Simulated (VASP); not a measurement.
# BeTe (F-43m) in VASP: notebook

Runs on BeTe. Level: PBEsol. Tasks: relaxation of cell and atoms.

Program: VASP 6.6.1. These are calculated values, not measurements. Logs are shortened: lines on timing, memory, paths and dates and some standing lists are left out, and cuts for length are marked.

### Step 1. The cell of the first run

It takes space group F-43m (No. 216, cubic). The conventional cell has a = 5.606 Å, b = 5.606 Å, c = 5.606 Å, α = 90.00°, β = 90.00°, γ = 90.00°. Within 3.2 Å of Be (site symmetry -43m) lie 4 Te at 2.43 Å. Te (site symmetry -43m) has 4 Be at 2.43 Å within 3.2 Å.

### Step 2. Relaxation of cell and atoms, PBEsol, target pressure 2 GPa, at which the enthalpy is minimised

Input file INCAR:

```
ALGO = Normal
EDIFF = 1E-7
EDIFFG = -0.002
ENCUT = 600
GGA = PS
IBRION = 2
ISIF = 3
ISMEAR = 0
LASPH = T
LCHARG = F
LREAL = F
LWAVE = F
NELM = 60
NSW = 100
PREC = Accurate
PSTRESS = 20.0
SIGMA = 0.01
```

Input file KPOINTS:

```
k-points
0
Gamma
  8 8 8
```

Input file POSCAR:

```
BeTe
1.0
    2.8027758361      2.8027758361      0.0000000000
   -2.8027758361      2.8027758361      0.0000000000
    0.0000000000      2.8027758361      2.8027758361
Be Te
1 1
Direct
    0.0000000000      0.0000000000      0.0000000000
    0.7500000000      0.2500000000      0.5000000000
```

Potentials or basis: VASP PAW PBE potentials, release 64 (Be, Te).

Launch:

```console
cat potpaw_PBE.64/Be/POTCAR potpaw_PBE.64/Te/POTCAR > POTCAR
mpirun -np 1 vasp_std > vasp.out
```

OUTCAR:

```text
EDIFF = 1E-7
   EDIFFG = -0.002
   ENCUT = 600
   GGA = PS
   IBRION = 2
   ISIF = 3
   ISMEAR = 0
   LASPH = T
   LREAL = F
   NELM = 60
   NSW = 100
   PREC = Accurate
   PSTRESS = 20.0

 ion  position               nearest neighbor table
   1  0.000  0.000  0.000-   2 2.43   2 2.43   2 2.43   2 2.43
   2  0.750  0.250  0.500-   1 2.43   1 2.43   1 2.43   1 2.43

  LATTYP: Found a face centered cubic cell.
 ALAT       =     5.6055516722

  Lattice vectors:

 A1 = (   0.0000000000,   2.8027758361,   2.8027758361)
 A2 = (   2.8027758361,   0.0000000000,   2.8027758361)
 A3 = (   2.8027758361,   2.8027758361,   0.0000000000)

Analysis of symmetry for initial positions (statically):
[... 5 lines left out ...]
 face centered cubic supercell.

 Subroutine GETGRP returns: Found 24 space group operations
 (whereof 24 operations were pure point group operations)
 out of a pool of 48 trial point group operations.

The static configuration has the point symmetry T_d .

Analysis of symmetry for dynamics (positions and initial velocities):
[... 5 lines left out ...]
 face centered cubic supercell.

 Subroutine GETGRP returns: Found 24 space group operations
 (whereof 24 operations were pure point group operations)
 out of a pool of 48 trial point group operations.

The dynamic configuration has the point symmetry T_d .

 Subroutine INISYM returns: Found 24 space group operations
 (whereof 24 operations are pure point group operations),
 and found     1 'primitive' translations

----------------------------------------------------------------------------------------

                                     Primitive cell

  volume of cell :      44.0347

  direct lattice vectors                    reciprocal lattice vectors
     2.802775836  2.802775836  0.000000000     0.178394574  0.178394574 -0.178394574
    -2.802775836  2.802775836  0.000000000    -0.178394574  0.178394574 -0.178394574
     0.000000000  2.802775836  2.802775836     0.000000000  0.000000000  0.356789147

  length of vectors
     3.963723600  3.963723600  3.963723600     0.308988465  0.308988465  0.356789147

  position of ions in fractional coordinates (direct lattice)
     0.000000000  0.000000000  0.000000000
     0.750000000  0.250000000  0.500000000

  ion indices of the primitive-cell ions
   primitive index   ion index
                 1           1
                 2           2

[... 75 lines left out ...]
   IBRION =      2    ionic relax: 0-MD 1-quasi-New 2-CG
   NFREE  =      1    steps in history (QN), initial steepest desc. (CG)
   ISIF   =      3    stress and relaxation
   ISYM   =      2    0-nonsym 1-usesym 2-fastsym
   POTIM  = 0.5000    time-step for ionic-motion
   TEBEG  =    0.0;   TEEND  =   0.0 temperature during run
   PSTRESS=   20.0 pullay stress
   NELECT =       8.0000    total number of electrons
   NUPDOWN=      -1.0000    fix difference up-down
   EMIN   =  10.00;   EMAX   =-10.00  energy-range for DOS
   EFERMI =   0.00;   METHOD = LEGACY
   ISMEAR =     0;   SIGMA  =   0.01  broadening in eV -4-tet -1-fermi 0-gaus
   EFERMI_NEDOS =   21; number of points for ismear=-14 and -15
   IALGO  =     38    algorithm
   IMIX   =      4    mixing-type and parameters
     AMIX     =   0.40;   BMIX     =  1.00
     AMIX_MAG =   1.60;   BMIX_MAG =  1.00
  volume/ion in A,a.u.               =      22.02       148.58
  Fermi-wavevector in a.u.,A,eV,Ry     =   0.927199  1.752153 11.696911  0.859699
  Thomas-Fermi vector in A             =   2.053244
   LORBIT       =      0    0 simple, 1 ext, 2 COOP (PROOUT), +10 PAW based schemes
   GGA     = PS    functional components
   LHFCALC =     F    Hartree Fock is set to
   AEXX    =    0.0000 exact exchange contribution
   IVDW    =     0    specifies the selected vdW correction
   LEPSILON=     F    determine dielectric tensor
   LRPA    =     F    only Hartree local field effects (RPA)
 conjugate gradient relaxation of ions
 non-spin polarized calculation
 Gauss-broadening in eV      SIGMA  =   0.01
  energy-cutoff  :      600.00
  volume of cell :       44.03
 maximum number of plane-waves:      1480
   NGX = 15   NGY = 15   NGZ = 15

--------------------------------------- Ionic step        1  -------------------------------------------

 number of electron       8.0000000 magnetization

 Free energy of the ion-electron system (eV)
  ---------------------------------------------------
  ext. energy  EPLUGINS =         0.00000000
  ---------------------------------------------------
  free energy    TOTEN  =        -8.21587667 eV

  energy without entropy =       -8.21587667  energy(sigma->0) =       -8.21587667

------------------------ aborting loop because EDIFF is reached ----------------------------------------

  FORCE on cell =-STRESS in cart. coord.  units (eV):
  Direction    XX          YY          ZZ          XY          YZ          ZX
  --------------------------------------------------------------------------------------
  -------------------------------------------------------------------------------------
  Total        0.0611974      0.0611974      0.0611974     -0.0000000     -0.0000000     -0.0000000
  in kB        2.2266324      2.2266324      2.2266324     -0.0000000     -0.0000000     -0.0000000
  external PRESSURE =     -17.7733676 kB  Pullay stress =      20.0000000 kB
[... 63 lines left out ...]
--------------------------------------- Ionic step        3  -------------------------------------------

 number of electron       8.0000000 magnetization

 Free energy of the ion-electron system (eV)
  ---------------------------------------------------
  ext. energy  EPLUGINS =         0.00000000
  ---------------------------------------------------
  free energy    TOTEN  =        -8.20771232 eV

  energy without entropy =       -8.20771232  energy(sigma->0) =       -8.20771232

 E-fermi :   5.5760     XC(G=0):  -9.3672

 val. band max:        5.4796582511   @ k =   0.0000   0.0000   0.0000
 cond. band min:       7.2280931046   @ k =   0.5000   0.5000   0.0000
 fundamental gap:      1.7484348535
 Fermi energy:         5.5760020490

 k-point     1 :       0.0000    0.0000    0.0000
  band No.  band energies     occupation
      1      -7.1364      2.00000
      2       5.4797      2.00000
      3       5.4797      2.00000
      4       5.4797      2.00000
      5       9.0412      0.00000
      6       9.0412      0.00000
      7       9.0412      0.00000
      8       9.5179      0.00000
[... 243 lines left out ...]
 k-point    24 :       0.5000    0.2500    0.1250
  band No.  band energies     occupation
      1      -5.4187      2.00000
      2       0.0822      2.00000
      3       2.4132      2.00000
      4       3.4363      2.00000
      5       9.6054      0.00000
      6       9.8660      0.00000
      7      12.2668      0.00000
      8      13.3310      0.00000

 [... further k-points ...]
[... 5 lines left out ...]
  --------------------------------------------------------------------------------------
  -------------------------------------------------------------------------------------
  Total        0.5363504      0.5363504      0.5363504      0.0000000      0.0000000      0.0000000
  in kB       20.0608686     20.0608686     20.0608686      0.0000000      0.0000000      0.0000000
  external PRESSURE =       0.0608686 kB  Pullay stress =      20.0000000 kB
[... 21 lines left out ...]
  energy  without entropy=       -8.2077123188  energy(sigma->0) =       -8.20771232

  enthalpy is  TOTEN    =        -7.6729892893 eV   P V=        0.5347230294

 reached required accuracy - stopping structural energy minimisation
```

OSZICAR:

```text
N       E                     dE             d eps       ncg     rms          rms(c)
DAV:   1     0.229409236891E+02    0.22941E+02   -0.38534E+03   464   0.929E+02
DAV:   2    -0.763278885439E+01   -0.30574E+02   -0.29606E+02   680   0.104E+02
DAV:   3    -0.835570821953E+01   -0.72292E+00   -0.72292E+00   544   0.217E+01
[... 23 lines left out ...]
DAV:   3    -0.820772968696E+01    0.25061E-03   -0.10590E-03   544   0.164E-01    0.441E-02
DAV:   4    -0.820771974263E+01    0.99443E-05   -0.22816E-05   504   0.371E-02    0.355E-02
DAV:   5    -0.820771224269E+01    0.74999E-05   -0.14183E-05   584   0.210E-02    0.587E-03
DAV:   6    -0.820771235115E+01   -0.10846E-06   -0.68674E-07   496   0.504E-03    0.228E-03
DAV:   7    -0.820771231877E+01    0.32386E-07   -0.30531E-08   256   0.133E-03
   3 F= -.76729893E+01 E0= -.76729893E+01  d E =-.679840E-02
```

Wall time 46 s (1 thread of Intel Xeon 8259CL, shared host); peak memory 0.19 GiB.

Results:

| Item | Value |
| --- | --- |
| Free energy | -8.2077 eV |
| Relaxed volume | 21.42 Å³/atom |
| Relaxed cell | a = 3.927 Å, b = 3.927 Å, c = 3.927 Å, α = 60.00°, β = 60.00°, γ = 90.00° |
| Space group after relaxing (to 0.05 Å) | F-43m (No. 216) |
| Energy change on relaxing (the enthalpy is what falls) | +4.1 meV/atom |
| Ionic steps | 3 |
| Pressure after relaxing | 2.0 GPa |
| Band gap on the k mesh | 1.75 eV, indirect (least direct gap 3.56 eV) |

The path:
| step | energy change (eV) | largest force (eV/Å) | pressure (GPa) | volume (Å³) |
| --- | --- | --- | --- | --- |
| 1 | 0.0000 | 0.0000 | 0.22 | 44.03 |
| 2 | 0.0130 | 0.0000 | 2.55 | 42.50 |
| 3 | 0.0082 | 0.0000 | 2.01 | 42.84 |

Final structure:
```yaml
crystal:
  lattice:
    - [2.77711, 2.77711, 0.00000]
    - [-2.77711, 2.77711, 0.00000]
    - [0.00000, 2.77711, 2.77711]
  atoms:
    - { symbol: Be, position: [0.00000, 0.00000, 0.00000] }
    - { symbol: Te, position: [0.75000, 0.25000, 0.50000] }
```

Caveat: the cell is relaxed towards a set pressure, so the enthalpy falls and the energy may rise; the PAW data sets were made with another functional, which shifts forces and pressure a little; spin-orbit coupling is left out, which moves the levels of the heavy elements. A k mesh can miss the band edges.

### Step 3. Relaxation of cell and atoms, PBEsol, target pressure 4 GPa, at which the enthalpy is minimised

Input file INCAR:

```
SYSTEM = BeTe
ALGO = Normal
EDIFF = 1E-6
EDIFFG = -0.002
ENCUT = 600
GGA = PS
IBRION = 2
ISIF = 3
ISMEAR = 0
LASPH = .True.
LCHARG = .False.
LREAL = .False.
LWAVE = .False.
NELM = 80
NSW = 100
PREC = Accurate
PSTRESS = 40.0
SIGMA = 0.01
```

Input file KPOINTS:

```
k-points
0
Gamma
  8 8 8
  0 0 0
```

POSCAR is that of step 2.

Potentials or basis: VASP PAW PBE potentials, release 64 (Be, Te).

Launch:

```console
cat potpaw_PBE.64/Be/POTCAR potpaw_PBE.64/Te/POTCAR > POTCAR
mpirun -np 1 vasp_std > vasp.out
```

Run time: 1.7 min. Hardware: 1 thread of Intel Xeon 8259CL, shared host; peak memory 0.19 GiB.

It converged, with:

```
Free energy                                            : -8.1860 eV
Relaxed volume                                         : 20.83 Å³/atom
Relaxed cell                                           : a = 3.891 Å, b = 3.891 Å, c = 3.891 Å, α = 60.00°, β = 60.00°, γ = 90.00°
Space group after relaxing (to 0.05 Å)                 : F-43m (No. 216)
Energy change on relaxing (the enthalpy is what falls) : +14.9 meV/atom
Ionic steps                                            : 16
Pressure after relaxing                                : 4.0 GPa
Band gap on the k mesh                                 : 1.67 eV, indirect (least direct gap 3.53 eV)
```

Step by step:
```
step  energy change (eV)  largest force (eV/Å)  pressure (GPa)  volume (Å³)
   1              0.0000                0.0000            0.22        44.03
   2              0.0556                0.0000            5.62        40.81
   3              0.0301                0.0000            4.02        41.66
   4              0.0289                0.0000            3.93        41.71
   5              0.0289                0.0000            3.92        41.70
   6              0.0290                0.0000            3.93        41.70
   7              0.0290                0.0000            3.93        41.70
   8              0.0290                0.0000            3.93        41.70
   9              0.0290                0.0000            3.93        41.70
  10              0.0290                0.0000            3.93        41.70
  11              0.0290                0.0000            3.93        41.70
  12              0.0291                0.0000            3.93        41.70
  13              0.0291                0.0000            3.93        41.70
  14              0.0292                0.0000            3.94        41.69
  15              0.0294                0.0000            3.94        41.68
  16              0.0299                0.0000            3.99        41.67
```

Final structure:
```
CELL_PARAMETERS angstrom
2.75161 2.75161 0.00000
-2.75161 2.75161 0.00000
0.00000 2.75161 2.75161
ATOMIC_POSITIONS crystal
Be 0.00000 0.00000 0.00000
Te 0.75000 0.25000 0.50000
```

Levels at points of the mesh, in eV from the valence-band top:
```tsv
k point	band 1	band 2	band 3	band 4	band 5	band 6	band 7	band 8
(0.00, 0.00, 0.00)	-12.81	0.00	0.00	0.00	3.53	3.53	3.53	4.25
(0.50, 0.00, 0.00)	-11.28	-6.04	-1.26	-1.26	3.22	4.52	4.52	7.63
(0.50, 0.50, 0.00)	-10.72	-5.52	-2.93	-2.93	1.67	2.51	10.15	10.15
```

Caveat: the cell is relaxed towards a set pressure, so the enthalpy falls and the energy may rise; the PAW data sets were made with another functional, which shifts forces and pressure a little; spin-orbit coupling is left out, which moves the levels of the heavy elements.

### Step 4. Relaxation of cell and atoms, PBEsol, target pressure 7 GPa, at which the enthalpy is minimised

Input file INCAR:

```
ALGO = Normal ; EDIFF = 1E-7
EDIFFG = -0.002 ; ENCUT = 600
GGA = PS ; IBRION = 2
ISIF = 3 ; ISMEAR = 0
LASPH = True ; LCHARG = False
LREAL = False ; LWAVE = False
NELM = 100 ; NSW = 100
PREC = Accurate ; PSTRESS = 70.0
SIGMA = 0.01
```

Input file KPOINTS:

```
k-points
0
Gamma
  8 8 8
```

POSCAR is that of step 3.

Launch:

```console
cat potpaw_PBE.64/Be/POTCAR potpaw_PBE.64/Te/POTCAR > POTCAR
mpirun -np 1 vasp_std > vasp.out
```

It took 52 s on 1 thread of Intel Xeon 8259CL, shared host; peak memory 0.19 GiB.

The run converged. Its results:

```yaml
Free_energy: -8.1345 eV
Relaxed_volume: 20.08 Å³/atom
Relaxed_cell: a = 3.844 Å, b = 3.844 Å, c = 3.844 Å, α = 60.00°, β = 60.00°, γ = 90.00°
Space_group_after_relaxing_to_0.05_Å: F-43m (No. 216)
Energy_change_on_relaxing_the_enthalpy_is_what_falls: +40.7 meV/atom
Ionic_steps: 3
Pressure_after_relaxing: 7.0 GPa
Band_gap_on_the_k_mesh: 1.57 eV, indirect (least direct gap 3.49 eV)
```

Step by step:
| step | energy change (eV) | largest force (eV/Å) | pressure (GPa) | volume (Å³) |
| --- | --- | --- | --- | --- |
| 1 | 0.0000 | 0.0000 | 0.22 | 44.03 |
| 2 | 0.1828 | 0.0000 | 11.30 | 38.36 |
| 3 | 0.0813 | 0.0000 | 7.00 | 40.15 |

Final structure:
```
Be Te
1.0
     2.71789    2.71789    0.00000
    -2.71789    2.71789    0.00000
     0.00000    2.71789    2.71789
Be Te
1 1
Direct
  0.00000 0.00000 0.00000
  0.75000 0.25000 0.50000
```

Levels at points of the mesh, in eV from the valence-band top:
```csv
k point,band 1,band 2,band 3,band 4,band 5,band 6,band 7,band 8
"(0.00, 0.00, 0.00)",-13.09,0.00,0.00,0.00,3.49,3.49,3.49,4.54
"(0.50, 0.00, 0.00)",-11.45,-6.30,-1.33,-1.33,3.33,4.49,4.49,7.60
"(0.50, 0.50, 0.00)",-10.85,-5.73,-3.08,-3.08,1.57,2.44,10.39,10.39
```

Caveat: the cell is relaxed towards a set pressure, so the enthalpy falls and the energy may rise; the PAW data sets were made with another functional, which shifts forces and pressure a little; spin-orbit coupling is left out, which moves the levels of the heavy elements. A k mesh can miss the band edges.

### Step 5. Relaxation of cell and atoms, PBEsol, target pressure 10 GPa, at which the enthalpy is minimised

Input file INCAR:

```
PREC = Accurate
ENCUT = 600
EDIFF = 1E-6
ISMEAR = 0
SIGMA = 0.01
LREAL = F
LASPH = T
NELM = 100
ALGO = Normal
ISIF = 3
LWAVE = F
LCHARG = F
GGA = PS
IBRION = 2
NSW = 100
EDIFFG = -0.002
PSTRESS = 100.0
```

Input file KPOINTS:

```
Automatic mesh
0
Gamma
  8 8 8
```

POSCAR is that of step 4.

Launch:

```console
cat potpaw_PBE.64/Be/POTCAR potpaw_PBE.64/Te/POTCAR > POTCAR
mpirun -np 1 vasp_std > vasp.out
```

It took 66 s on 1 thread of Intel Xeon 8259CL, shared host; peak memory 0.19 GiB.

The run converged. Its results:

```
Free energy                                            : -8.0665 eV
Relaxed volume                                         : 19.43 Å³/atom
Relaxed cell                                           : a = 3.802 Å, b = 3.802 Å, c = 3.802 Å, α = 60.00°, β = 60.00°, γ = 90.00°
Space group after relaxing (to 0.05 Å)                 : F-43m (No. 216)
Energy change on relaxing (the enthalpy is what falls) : +74.7 meV/atom
Ionic steps                                            : 6
Pressure after relaxing                                : 10.0 GPa
Band gap on the k mesh                                 : 1.48 eV, indirect (least direct gap 3.45 eV)
```

The path:
```tsv
step	energy change (eV)	largest force (eV/Å)	pressure (GPa)	volume (Å³)
1	0.0000	0.0000	0.22	44.03
2	0.3987	0.0000	18.51	36.01
3	0.1479	0.0000	9.95	38.89
4	0.1541	0.0000	10.18	38.79
5	0.1471	0.0000	9.91	38.90
6	0.1494	0.0000	10.00	38.86
```

Final structure:
```
Be Te
1.0
     2.68849    2.68849    0.00000
    -2.68849    2.68849    0.00000
     0.00000    2.68849    2.68849
Be Te
1 1
Cartesian
  -2.6885 2.6885 0.0000
  1.3442 4.0327 1.3442
```

Levels at points of the mesh, in eV from the valence-band top:
```tsv
k point	band 1	band 2	band 3	band 4	band 5	band 6	band 7	band 8
(0.00, 0.00, 0.00)	-13.34	0.00	0.00	0.00	3.45	3.45	3.45	4.80
(0.50, 0.00, 0.00)	-11.61	-6.54	-1.39	-1.39	3.42	4.46	4.46	7.56
(0.50, 0.50, 0.00)	-10.97	-5.93	-3.23	-3.23	1.48	2.38	10.60	10.60
```

Caveat: the cell is relaxed towards a set pressure, so the enthalpy falls and the energy may rise; the PAW data sets were made with another functional, which shifts forces and pressure a little; spin-orbit coupling is left out, which moves the levels of the heavy elements. A k mesh can miss the band edges.

### Step 6. The runs side by side

```csv
cell,gap on the mesh (eV),pressure (GPa)
relaxed to 2 GPa,1.75,2.0
relaxed to 4 GPa,1.67,4.0
relaxed to 7 GPa,1.57,7.0
relaxed to 10 GPa,1.48,10.0
```

Alike in all rows: task relaxation of cell and atoms; level PBEsol; potentials or basis VASP PAW PBE potentials, release 64 (Be, Te); no spin polarisation; k mesh 8 × 8 × 8; cutoff (eV) 600; smearing gaussian 0.01 eV.

Caveats: the cell is relaxed towards a set pressure, so the enthalpy falls and the energy may rise; the PAW data sets were made with another functional, which shifts forces and pressure a little; spin-orbit coupling is left out, which moves the levels of the heavy elements.

Absolute energies hang on the potentials; compare differences alone.
